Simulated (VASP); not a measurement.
# SnO2 (P4_2/mnm) in VASP: further runs, part 2 of 2

VASP 6.6.1. Earlier steps stand in the parts before.

**4. Relaxation of cell and atoms, r2SCAN**

This run uses another cell than the first one, of 12.14 Å³/atom.

Input file POSCAR:

```
SnO2
1.0
    4.7648180450      0.0000000000      0.0000000000
    0.0000000000      4.7648180450      0.0000000000
    0.0000000000      0.0000000000      3.2074997700
Sn O
2 4
Direct
    0.5000000000      0.5000000000      0.5000000000
    0.0000000000      0.0000000000      0.0000000000
    0.1940277000      0.8059723000      0.5000000000
    0.8059723000      0.1940277000      0.5000000000
    0.3059723000      0.3059723000      0.0000000000
    0.6940277000      0.6940277000      0.0000000000
```

Input file INCAR.step1:

```
SYSTEM = SnO2
PREC = Accurate
ENCUT = 600
ISMEAR = 0
SIGMA = 0.02
LREAL = .False.
LASPH = .True.
NELM = 80
GGA = PE
ALGO = Normal
EDIFF = 1E-4
LWAVE = .True.
LCHARG = .False.
```

Input file INCAR.step2:

```
SYSTEM = SnO2
PREC = Accurate
ENCUT = 600
EDIFF = 1E-6
ISMEAR = 0
SIGMA = 0.02
LREAL = .False.
LASPH = .True.
NELM = 80
ALGO = Normal
ISIF = 3
LWAVE = .False.
LCHARG = .False.
METAGGA = R2SCAN
LMIXTAU = .True.
IBRION = 2
NSW = 100
EDIFFG = -0.01
ISTART = 1
```

Input file KPOINTS:

```
regular mesh
0
Gamma
  6 6 8
  0 0 0
```

Potentials or basis: VASP PAW PBE potentials, release 64 (Sn_d, O).

Command:

```sh
$ cat potpaw_PBE.64/Sn_d/POTCAR potpaw_PBE.64/O/POTCAR > POTCAR
$ cp INCAR.step1 INCAR
$ mpirun -np 1 vasp_std > vasp.out
$ cp INCAR.step2 INCAR
$ mpirun -np 1 vasp_std > vasp.out
```

OUTCAR:

```text
SYSTEM = SnO2
   PREC = Accurate
   ENCUT = 600
   EDIFF = 1E-6
   ISMEAR = 0
   LREAL = .False.
   LASPH = .True.
   NELM = 80
   ISIF = 3
   METAGGA = R2SCAN
   IBRION = 2
   NSW = 100
   EDIFFG = -0.01
   ISTART = 1

 ion  position               nearest neighbor table
   1  0.500  0.500  0.500-   3 2.06   4 2.06   5 2.07   6 2.07   5 2.07   6 2.07   2 3.73   2 3.73
                             2 3.73   2 3.73   2 3.73   2 3.73   2 3.73   2 3.73
   2  0.000  0.000  0.000-   5 2.06   6 2.06   3 2.07   4 2.07   3 2.07   4 2.07   1 3.73   1 3.73
                             1 3.73   1 3.73   1 3.73   1 3.73   1 3.73   1 3.73
   3  0.194  0.806  0.500-   1 2.06   2 2.07   2 2.07
   4  0.806  0.194  0.500-   1 2.06   2 2.07   2 2.07
   5  0.306  0.306  0.000-   2 2.06   1 2.07   1 2.07
   6  0.694  0.694  0.000-   2 2.06   1 2.07   1 2.07

  LATTYP: Found a simple tetragonal cell.
 ALAT       =     4.7648180450
 C/A-ratio  =     0.6731631176

  Lattice vectors:

 A1 = (   4.7648180450,   0.0000000000,   0.0000000000)
 A2 = (   0.0000000000,   4.7648180450,   0.0000000000)
 A3 = (   0.0000000000,   0.0000000000,   3.2074997700)

Analysis of symmetry for initial positions (statically):
=====================================================================
 Subroutine PRICEL returns:
 Original cell was already a primitive cell.

 Routine SETGRP: Setting up the symmetry group for a
 simple tetragonal supercell.

 Subroutine GETGRP returns: Found 16 space group operations
 (whereof  8 operations were pure point group operations)
 out of a pool of 16 trial point group operations.

The static configuration has the point symmetry D_2h.
 The point group associated with its full space group is D_4h.

Analysis of symmetry for dynamics (positions and initial velocities):
=====================================================================
 Subroutine PRICEL returns:
 Original cell was already a primitive cell.

[... 196 lines left out ...]
    total drift:                                0.000000     -0.000000     -0.000000

  FREE ENERGIE OF THE ION-ELECTRON SYSTEM (eV)
  ---------------------------------------------------
  free  energy   TOTEN  =       -84.6462485861 eV

  energy  without entropy=      -84.6462485861  energy(sigma->0) =      -84.64624859

--------------------------------------- Ionic step        2  -------------------------------------------

 number of electron      52.0000006 magnetization

 Free energy of the ion-electron system (eV)
  ---------------------------------------------------
  ext. energy  EPLUGINS =         0.00000000
  ---------------------------------------------------
  free energy    TOTEN  =       -84.64627569 eV

  energy without entropy =      -84.64627569  energy(sigma->0) =      -84.64627569

 E-fermi :   5.6571     XC(G=0): -11.9471

 val. band max:        5.5116629265   @ k =   0.0000   0.0000   0.0000
 cond. band min:       7.2555568956   @ k =   0.0000   0.0000   0.0000
 fundamental gap:      1.7438939691
 Fermi energy:         5.6570727337

 k-point     1 :       0.0000    0.0000    0.0000
  band No.  band energies     occupation
      1     -16.2173      2.00000
      2     -15.3082      2.00000
      3     -15.0217      2.00000
      4     -15.0217      2.00000
      5     -15.0006      2.00000
      6     -14.9628      2.00000
[... 805 lines left out ...]
     30      15.0088      0.00000
     31      15.8529      0.00000

 [... further k-points ...]

------------------------ aborting loop because EDIFF is reached ----------------------------------------

  FORCE on cell =-STRESS in cart. coord.  units (eV):
  Direction    XX          YY          ZZ          XY          YZ          ZX
  --------------------------------------------------------------------------------------
  -------------------------------------------------------------------------------------
  Total        0.0143045      0.0143045      0.0047168      0.0000000      0.0000000      0.0000000
  in kB        0.3148146      0.3148146      0.1038082      0.0000000      0.0000000      0.0000000
  external PRESSURE =       0.2444791 kB  Pullay stress =       0.0000000 kB

 VOLUME and BASIS-vectors are now :
 -----------------------------------------------------------------------------
  energy-cutoff  :      600.00
  volume of cell :       72.80
      direct lattice vectors                 reciprocal lattice vectors
     4.764195436 -0.000000000  0.000000000     0.209899030  0.000000000  0.000000000
    -0.000000000  4.764195436  0.000000000     0.000000000  0.209899030  0.000000000
     0.000000000  0.000000000  3.207372238     0.000000000  0.000000000  0.311781710

 POSITION                                       TOTAL-FORCE (eV/Angst)
 -----------------------------------------------------------------------------------
      2.38210      2.38210      1.60369         0.000000      0.000000      0.000000
      4.76420     -0.00000      0.00000        -0.000000      0.000000      0.000000
      0.92504      3.83916      1.60369        -0.003479      0.003479      0.000000
      3.83916      0.92504      1.60369         0.003479     -0.003479      0.000000
      1.45706      1.45706      3.20737         0.003479      0.003479      0.000000
      3.30714      3.30714      0.00000        -0.003479     -0.003479      0.000000
 -----------------------------------------------------------------------------------
    total drift:                                0.000000     -0.000000     -0.000000

  FREE ENERGIE OF THE ION-ELECTRON SYSTEM (eV)
  ---------------------------------------------------
  free  energy   TOTEN  =       -84.6462756853 eV

  energy  without entropy=      -84.6462756853  energy(sigma->0) =      -84.64627569

 reached required accuracy - stopping structural energy minimisation
```

OSZICAR.step1:

```text
N       E                     dE             d eps       ncg     rms          rms(c)
DAV:   1     0.693244739186E+03    0.69324E+03   -0.28798E+04  3338   0.285E+03
DAV:   2     0.642808322305E+02   -0.62896E+03   -0.60614E+03  3419   0.727E+02
DAV:   3    -0.379144269882E+02   -0.10220E+03   -0.10058E+03  3513   0.237E+02
DAV:   4    -0.432896117621E+02   -0.53752E+01   -0.53483E+01  3698   0.593E+01
DAV:   5    -0.434551974431E+02   -0.16559E+00   -0.16552E+00  3824   0.107E+01    0.159E+01
DAV:   6    -0.371705597837E+02    0.62846E+01   -0.24975E+01  5019   0.721E+01    0.583E+00
DAV:   7    -0.372832120641E+02   -0.11265E+00   -0.20668E+00  3443   0.861E+00    0.329E+00
DAV:   8    -0.372667300424E+02    0.16482E-01   -0.27994E-01  4417   0.541E+00    0.743E-01
DAV:   9    -0.372533362416E+02    0.13394E-01   -0.81606E-02  4875   0.404E+00    0.152E-01
DAV:  10    -0.372539729043E+02   -0.63666E-03   -0.52484E-03  4248   0.646E-01    0.463E-02
DAV:  11    -0.372540739871E+02   -0.10108E-03   -0.21445E-04  3015   0.146E-01    0.174E-02
DAV:  12    -0.372540783717E+02   -0.43846E-05   -0.37696E-05  2131   0.812E-02
   1 F= -.37254078E+02 E0= -.37254078E+02  d E =-.160629E-14
```

Wall time 11 min (1 thread of Oxide Virtual Turin-like, shared host); peak memory 0.26 GiB.

What came out:

```
Free energy                           : -84.6463 eV
Relaxed volume                        : 12.13 Å³/atom
Relaxed cell                          : a = 4.764 Å, b = 4.764 Å, c = 3.207 Å, α = 90.00°, β = 90.00°, γ = 90.00°
Space group after relaxing (to 0.1 Å) : P4_2/mnm (No. 136)
Energy gained by relaxing             : 0.0 meV/atom
Ionic steps                           : 2
Pressure after relaxing               : 0.0 GPa
Largest force after relaxing          : 0.005 eV/Å
Band gap on the k mesh                : 1.74 eV
```

Forces on the atoms (eV/Å):
```
Sn   0.000  0.000  0.000
Sn   0.000  0.000  0.000
O   -0.003  0.003  0.000
O    0.003 -0.003  0.000
O    0.003  0.003  0.000
O   -0.003 -0.003  0.000
```

Final structure:
```
Sn O
1.0
     4.76420    0.00000    0.00000
     0.00000    4.76420    0.00000
     0.00000    0.00000    3.20737
Sn O
2 4
Cartesian
  2.3821 2.3821 1.6037
  4.7642 0.0000 0.0000
  0.9250 3.8392 1.6037
  3.8392 0.9250 1.6037
  1.4571 1.4571 3.2074
  3.3071 3.3071 0.0000
```

Caveat: the PAW data sets were made with another functional, which shifts forces and pressure a little; spin-orbit coupling is left out, which moves the levels of the heavy elements.

**5. The runs side by side**

```csv
task,cell,cutoff (eV),gap on the mesh (eV),pressure (GPa),largest force (eV/Å)
single point,"a = 4.759, b = 4.759, c = 3.201 Å, 6 atoms",520,1.80,1.1,0.03
single point,"a = 4.760, b = 4.760, c = 3.201 Å, 6 atoms",520,1.80,1.1,0.03
relaxation of cell and atoms,"relaxed from a = 4.765, b = 4.765, c = 3.207 Å, 6 atoms",600,1.74,0.0,-
```

Alike in all rows: level r2SCAN; potentials or basis VASP PAW PBE potentials, release 64 (Sn_d, O); no spin polarisation; k mesh 6 × 6 × 8; smearing gaussian 0.02 eV.

Caveats: the PAW data sets were made with another functional, which shifts forces and pressure a little; spin-orbit coupling is left out, which moves the levels of the heavy elements.

Absolute energies hang on the potentials; compare differences alone.
